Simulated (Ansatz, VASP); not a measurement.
**CdS: VASP beside Ansatz**

```
CELL_PARAMETERS angstrom
0.00000 2.86706 2.86706
2.86706 0.00000 2.86706
2.86706 2.86706 0.00000
ATOMIC_POSITIONS crystal
Cd 0.00000 0.00000 0.00000
S 0.25000 0.25000 0.25000
```

Alike in both runs: task single point; functional PBE; dispersion D3(BJ); k mesh 6 × 6 × 6; no spin polarisation.

|  | VASP | Ansatz |
| --- | --- | --- |
| version | VASP 6.6.1 | Ansatz 0.2.0 |
| potentials or method | VASP PAW PBE potentials, release 64 (Cd, S), cutoff 520 eV | plane waves, PAW |
| occupations | methfessel-paxton of order 1, width 0.1 eV | cold |
| valence electrons in the cell | 18 | 26 |

|  | VASP | Ansatz | Ansatz less VASP |
| --- | --- | --- | --- |
| pressure (GPa) | 4.6 | 4.2 | -0.46 |

VASP's potentials hold 18 valence electrons a cell and Ansatz's 26, so a difference there can come from the potentials and not from the codes.
